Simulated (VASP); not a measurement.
# AlCo (Pm-3m) in VASP: further runs, part 3 of 4

VASP 6.6.1.

### Step 4. Relaxation of cell and atoms, PBEsol, collinear spin, ferromagnetic start, target pressure 5 GPa, at which the enthalpy is minimised

INCAR

```
ALGO = Fast ; EDIFF = 1E-6
EDIFFG = -0.01 ; ENCUT = 600
GGA = PS ; IBRION = 2
ISIF = 3 ; ISMEAR = -1
ISPIN = 2 ; LASPH = T
LCHARG = F ; LMAXMIX = 4
LORBIT = 11 ; LREAL = F
LWAVE = F ; MAGMOM = 2 0
NELM = 150 ; NSW = 60
PREC = Accurate ; PSTRESS = 50.0
SIGMA = 0.05
```

KPOINTS

```
k-points
0
Gamma
  9 9 9
```

POSCAR

```
AlCo
1.0
    2.8194032100      0.0000000000      0.0000000000
    0.0000000000      2.8194032100      0.0000000000
    0.0000000000      0.0000000000      2.8194032100
Co Al
1 1
Direct
    0.5000000000      0.5000000000      0.5000000000
    0.0000000000      0.0000000000      0.0000000000
```

Potentials or basis: VASP PAW PBE potentials, release 64 (Co, Al).

Run with:

```console
$ cat potpaw_PBE.64/Co/POTCAR potpaw_PBE.64/Al/POTCAR > POTCAR
$ mpirun -np 1 vasp_std > vasp.out
```

OUTCAR:

```text
EDIFF = 1E-6
   EDIFFG = -0.01
   ENCUT = 600
   GGA = PS
   IBRION = 2
   ISIF = 3
   ISMEAR = -1
   ISPIN = 2
   LASPH = T
   LORBIT = 11
   LREAL = F
   NELM = 150
   NSW = 60
   PREC = Accurate
   PSTRESS = 50.0

 ion  position               nearest neighbor table
   1  0.500  0.500  0.500-   2 2.44   2 2.44   2 2.44   2 2.44   2 2.44   2 2.44   2 2.44   2 2.44

   2  0.000  0.000  0.000-   1 2.44   1 2.44   1 2.44   1 2.44   1 2.44   1 2.44   1 2.44   1 2.44

  LATTYP: Found a simple cubic cell.
 ALAT       =     2.8194032100

  Lattice vectors:

 A1 = (   2.8194032100,   0.0000000000,   0.0000000000)
 A2 = (   0.0000000000,   2.8194032100,   0.0000000000)
 A3 = (   0.0000000000,   0.0000000000,   2.8194032100)

Analysis of symmetry for initial positions (statically):
=====================================================================
 Subroutine PRICEL returns:
 Original cell was already a primitive cell.

 Routine SETGRP: Setting up the symmetry group for a
 simple cubic supercell.

 Subroutine GETGRP returns: Found 48 space group operations
 (whereof 48 operations were pure point group operations)
 out of a pool of 48 trial point group operations.

The static configuration has the point symmetry O_h .

Analysis of symmetry for dynamics (positions and initial velocities):
=====================================================================
 Subroutine PRICEL returns:
 Original cell was already a primitive cell.

 Routine SETGRP: Setting up the symmetry group for a
 simple cubic supercell.

 Subroutine GETGRP returns: Found 48 space group operations
 (whereof 48 operations were pure point group operations)
 out of a pool of 48 trial point group operations.

The dynamic configuration has the point symmetry O_h .

Analysis of structural, dynamic, and magnetic symmetry:
=====================================================================
 Subroutine PRICEL returns:
 Original cell was already a primitive cell.

 Routine SETGRP: Setting up the symmetry group for a
 simple cubic supercell.

 Subroutine GETGRP returns: Found 48 space group operations
 (whereof 48 operations were pure point group operations)
 out of a pool of 48 trial point group operations.

The overall configuration has the point symmetry O_h .

 Subroutine INISYM returns: Found 48 space group operations
 (whereof 48 operations are pure point group operations),
 and found     1 'primitive' translations

----------------------------------------------------------------------------------------

                                     Primitive cell

  volume of cell :      22.4115

  direct lattice vectors                    reciprocal lattice vectors
     2.819403210  0.000000000  0.000000000     0.354684990  0.000000000  0.000000000
     0.000000000  2.819403210  0.000000000     0.000000000  0.354684990  0.000000000
     0.000000000  0.000000000  2.819403210     0.000000000  0.000000000  0.354684990

  length of vectors
     2.819403210  2.819403210  2.819403210     0.354684990  0.354684990  0.354684990

  position of ions in fractional coordinates (direct lattice)
     0.500000000  0.500000000  0.500000000
[... 70 lines left out ...]
   ISTART =      0    job   : 0-new  1-cont  2-samecut
   ICHARG =      2    charge: 1-file 2-atom 10-const
   ISPIN  =      2    spin polarized calculation?
   LNONCOLLINEAR =      F non collinear calculations
   LSORBIT =      F    spin-orbit coupling
   LASPH  =      T    aspherical Exc in radial PAW
   ENCUT  =  600.0 eV  44.10 Ry    6.64 a.u.   5.63  5.63  5.63*2*pi/ulx,y,z
   NELM   =    150;   NELMIN=  2; NELMDL= -5     # of ELM steps
   EDIFF  = 0.1E-05   stopping-criterion for ELM
   LREAL  =      F    real-space projection
   EDIFFG = -.1E-01   stopping-criterion for IOM
   NSW    =     60    number of steps for IOM
   IBRION =      2    ionic relax: 0-MD 1-quasi-New 2-CG
   NFREE  =      1    steps in history (QN), initial steepest desc. (CG)
   ISIF   =      3    stress and relaxation
   ISYM   =      2    0-nonsym 1-usesym 2-fastsym
   POTIM  = 0.5000    time-step for ionic-motion
   TEBEG  =    0.0;   TEEND  =   0.0 temperature during run
   PSTRESS=   50.0 pullay stress
   NELECT =      12.0000    total number of electrons
   NUPDOWN=      -1.0000    fix difference up-down
   EMIN   =  10.00;   EMAX   =-10.00  energy-range for DOS
   EFERMI =   0.00;   METHOD = LEGACY
   ISMEAR =    -1;   SIGMA  =   0.05  broadening in eV -4-tet -1-fermi 0-gaus
   EFERMI_NEDOS =   21; number of points for ismear=-14 and -15
   IALGO  =     68    algorithm
   IMIX   =      4    mixing-type and parameters
     AMIX     =   0.40;   BMIX     =  1.00
     AMIX_MAG =   1.60;   BMIX_MAG =  1.00
  volume/ion in A,a.u.               =      11.21        75.62
  Fermi-wavevector in a.u.,A,eV,Ry     =   1.329366  2.512138 24.044423  1.767215
  Thomas-Fermi vector in A             =   2.458534
   LORBIT       =     11    0 simple, 1 ext, 2 COOP (PROOUT), +10 PAW based schemes
   GGA     = PS    functional components
   LHFCALC =     F    Hartree Fock is set to
   AEXX    =    0.0000 exact exchange contribution
   IVDW    =     0    specifies the selected vdW correction
   LEPSILON=     F    determine dielectric tensor
   LRPA    =     F    only Hartree local field effects (RPA)
 conjugate gradient relaxation of ions
 spin polarized calculation
 RMM-DIIS sequential band-by-band and
  energy-cutoff  :      600.00
  volume of cell :       22.41
 maximum number of plane-waves:       756
 NGX is ok and might be reduce to    24
   NGX = 11   NGY = 11   NGZ = 11

--------------------------------------- Ionic step        1  -------------------------------------------

 number of electron      11.9999996 magnetization      -0.0005743

 number of electron      11.9999996 magnetization       0.0001247

 Free energy of the ion-electron system (eV)
  ---------------------------------------------------
  ext. energy  EPLUGINS =         0.00000000
  ---------------------------------------------------
  free energy    TOTEN  =       -13.08761799 eV

  energy without entropy =      -13.08329764  energy(sigma->0) =      -13.08545782

------------------------ aborting loop because EDIFF is reached ----------------------------------------

  FORCE on cell =-STRESS in cart. coord.  units (eV):
  Direction    XX          YY          ZZ          XY          YZ          ZX
  --------------------------------------------------------------------------------------
  -------------------------------------------------------------------------------------
  Total        0.0881523      0.0881523      0.0881523     -0.0000000      0.0000000     -0.0000000
  in kB        6.3019195      6.3019195      6.3019195     -0.0000000      0.0000000     -0.0000000
  external PRESSURE =     -43.6980805 kB  Pullay stress =      50.0000000 kB
[... 67 lines left out ...]
 number of electron      11.9999999 magnetization       0.0000035

 number of electron      11.9999999 magnetization      -0.0000014

 Free energy of the ion-electron system (eV)
  ---------------------------------------------------
  ext. energy  EPLUGINS =         0.00000000
  ---------------------------------------------------
  free energy    TOTEN  =       -13.07966899 eV

  energy without entropy =      -13.07561173  energy(sigma->0) =      -13.07764036

 E-fermi :  11.1616     XC(G=0): -12.6468

 val. band max:       11.1082646180   @ k =   0.4444   0.4444   0.1111
 cond. band min:      11.2853269306   @ k =   0.4444   0.3333   0.0000
 fundamental gap:      0.1770623126
 Fermi energy:        11.1615586033

 spin component 1

 k-point     1 :       0.0000    0.0000    0.0000
  band No.  band energies     occupation
      1      -0.2596      1.00000
      2       7.9453      1.00000
      3       7.9453      1.00000
      4      10.2951      1.00000
      5      10.2951      1.00000
      6      10.2951      1.00000
      7      17.4086      0.00000
      8      17.4086      0.00000
      9      17.4086      0.00000
     10      20.1483      0.00000
     11      20.1483      0.00000
[... 310 lines left out ...]
  band No.  band energies     occupation
      1       5.0439      1.00000
      2       6.7275      1.00000
      3       8.3057      1.00000
      4       8.9429      1.00000
      5       9.7461      1.00000
      6       9.8847      1.00000
      7      11.4088      0.00708
      8      15.0754      0.00000
      9      16.5582      0.00000
     10      21.2561      0.00000
     11      23.3162      0.00000

 [... further k-points ...]

 spin component 2

 k-point     1 :       0.0000    0.0000    0.0000
  band No.  band energies     occupation
      1      -0.2596      1.00000
      2       7.9453      1.00000
      3       7.9453      1.00000
      4      10.2951      1.00000
      5      10.2951      1.00000
      6      10.2951      1.00000
      7      17.4086      0.00000
      8      17.4086      0.00000
      9      17.4086      0.00000
     10      20.1483      0.00000
     11      20.1483      0.00000
[... 355 lines left out ...]
  energy  without entropy=      -13.0756117267  energy(sigma->0) =      -13.07764036

  enthalpy is  TOTEN    =       -12.3946057585 eV   P V=        0.6850632352

 reached required accuracy - stopping structural energy minimisation

 total charge

# of ion       s       p       d       tot
------------------------------------------
    1        0.456   0.553   7.553   8.562
    2        0.401   0.452   0.000   0.853
--------------------------------------------------
tot          0.857   1.006   7.553   9.415

 magnetization (x)

# of ion       s       p       d       tot
------------------------------------------
    1        0.000  -0.000   0.000   0.000
    2       -0.000  -0.000   0.000  -0.000
--------------------------------------------------
tot          0.000  -0.000   0.000   0.000
```

OSZICAR:

```text
N       E                     dE             d eps       ncg     rms          rms(c)
DAV:   1     0.404156444992E+02    0.40416E+02   -0.58798E+03  1548   0.131E+03
[... 30 lines left out ...]
RMM:   3    -0.130830879199E+02    0.21504E+00   -0.31849E-01  1540   0.930E+00    0.681E-01
RMM:   4    -0.130800154442E+02    0.30725E-02   -0.43031E-03  1544   0.859E-01    0.141E-01
RMM:   5    -0.130796627791E+02    0.35267E-03   -0.21336E-03  1540   0.620E-01    0.626E-02
RMM:   6    -0.130796590416E+02    0.37375E-05   -0.31739E-04  1579   0.252E-01    0.301E-02
RMM:   7    -0.130796647698E+02   -0.57281E-05   -0.11752E-04  1647   0.109E-01    0.548E-03
RMM:   8    -0.130796687205E+02   -0.39507E-05   -0.33102E-05  1672   0.497E-02    0.278E-03
RMM:   9    -0.130796689936E+02   -0.27315E-06   -0.31737E-06  1223   0.174E-02
   3 F= -.12394606E+02 E0= -.12392577E+02  d E =-.639640E-02  mag=     0.0000
```

It took 19 s on 1 thread of Intel Xeon 6975P-C (Granite Rapids), shared host; peak memory 0.16 GiB.

What came out:

```
Free energy                                            : -13.0797 eV
Relaxed volume                                         : 10.98 Å³/atom
Relaxed cell                                           : a = 2.800 Å, b = 2.800 Å, c = 2.800 Å, α = 90.00°, β = 90.00°, γ = 90.00°
Space group after relaxing (to 0.05 Å)                 : Pm-3m (No. 221)
Energy change on relaxing (the enthalpy is what falls) : +4.0 meV/atom
Ionic steps                                            : 3
Pressure after relaxing                                : 5.1 GPa
Band gap on the k mesh                                 : zero (filled and empty bands overlap)
Net moment                                             : 0.00 μB per cell
Valence electrons inside the program's atomic spheres  : Co 8.56; Al 0.85
```

The path:
```
step  energy change (eV)  largest force (eV/Å)  pressure (GPa)  volume (Å³)
   1              0.0000                0.0000            0.63        22.41
   2              0.0324                0.0000           10.22        21.43
   3              0.0079                0.0000            5.08        21.95
```

Final structure:
```
Co Al
1.0
     2.79999    0.00000    0.00000
     0.00000    2.79999    0.00000
     0.00000    0.00000    2.79999
Co Al
1 1
Direct
  0.50000 0.50000 0.50000
  0.00000 0.00000 0.00000
```

Caveat: the starting moments collapsed, and a magnetic state may lie lower; the cell is relaxed towards a set pressure, so the enthalpy falls and the energy may rise; the PAW data sets were made with another functional, which shifts forces and pressure a little.

### Step 5. Relaxation of cell and atoms, PBEsol, collinear spin, ferromagnetic start, target pressure 20 GPa, at which the enthalpy is minimised

INCAR

```
SYSTEM = AlCo
PREC     = Accurate       ! precision mode
ENCUT    = 600            ! plane-wave cutoff, eV
EDIFF    = 1E-6           ! SCF threshold, eV
ISMEAR   = -1             ! smearing method
SIGMA    = 0.05           ! smearing width, eV
LREAL    = .FALSE.        ! projectors in reciprocal space
LASPH    = .TRUE.         ! aspherical terms in the spheres
NELM     = 150            ! most SCF steps
ALGO     = Normal         ! electronic algorithm
ISIF     = 3              ! what is computed and relaxed
LWAVE    = .FALSE.        ! write WAVECAR
LCHARG   = .FALSE.        ! write CHGCAR
ISPIN    = 2              ! spin polarisation
MAGMOM   = 2 0            ! initial moments
LORBIT   = 11             ! projections on sites
LMAXMIX  = 4              ! l up to which the mixer works
GGA      = PS             ! functional
IBRION   = 2              ! ionic algorithm
NSW      = 60             ! ionic steps
EDIFFG   = -0.01          ! ionic threshold
PSTRESS  = 200.0
```

KPOINTS

```
Automatic mesh
0
G
  9 9 9
  0 0 0
```

POSCAR is that of step 4.

Run with:

```console
$ cat potpaw_PBE.64/Co/POTCAR potpaw_PBE.64/Al/POTCAR > POTCAR
$ mpirun -np 1 vasp_std > vasp.out
```

Wall time 30 s (1 thread of Intel Xeon 6975P-C (Granite Rapids), shared host); peak memory 0.16 GiB.

It converged, with:

```
Free energy                                            : -12.9808 eV
Relaxed volume                                         : 10.32 Å³/atom
Relaxed cell                                           : a = 2.743 Å, b = 2.743 Å, c = 2.743 Å, α = 90.00°, β = 90.00°, γ = 90.00°
Space group after relaxing (to 0.05 Å)                 : Pm-3m (No. 221)
Energy change on relaxing (the enthalpy is what falls) : +53.4 meV/atom
Ionic steps                                            : 7
Pressure after relaxing                                : 20.0 GPa
Band gap on the k mesh                                 : zero (filled and empty bands overlap)
Net moment                                             : 0.00 μB per cell
Valence electrons inside the program's atomic spheres  : Co 8.70; Al 0.89
```

The path:
```
step  energy change (eV)  largest force (eV/Å)  pressure (GPa)  volume (Å³)
   1              0.0000                0.0000            0.75        22.41
   2              0.6683                0.0000           61.51        18.32
   3              0.1004                0.0000           19.49        20.69
   4              0.1045                0.0000           19.76        20.66
   5              0.1088                0.0000           20.22        20.62
   6              0.1041                0.0000           19.69        20.66
   7              0.1068                0.0000           20.01        20.64
```

Final structure:
```xyz
2
Lattice="2.7431 0.0000 0.0000 0.0000 2.7431 0.0000 0.0000 0.0000 2.7431" Properties=species:S:1:pos:R:3 pbc="T T T"
Co    1.3715    1.3715    1.3715
Al    0.0000    0.0000    2.7431
```

Levels at points of the mesh, in eV from the Fermi level:
Spin up:
| k point | band 4 | band 5 | band 6 | band 7 | band 8 | band 9 |
| --- | --- | --- | --- | --- | --- | --- |
| (0.00, 0.00, 0.00) | -0.96 | -0.96 | -0.96 | 6.57 | 6.57 | 6.57 |
Spin down:
| k point | band 2 | band 3 | band 4 | band 5 | band 6 | band 7 | band 8 | band 9 | band 10 | band 11 |
| --- | --- | --- | --- | --- | --- | --- | --- | --- | --- | --- |
| (0.00, 0.00, 0.00) | -3.54 | -3.54 | -0.96 | -0.96 | -0.96 | 6.57 | 6.57 | 6.57 | 9.24 | 9.24 |

Caveat: the starting moments collapsed, and a magnetic state may lie lower; the cell is relaxed towards a set pressure, so the enthalpy falls and the energy may rise; the PAW data sets were made with another functional, which shifts forces and pressure a little.

[end of part 3 of 4]
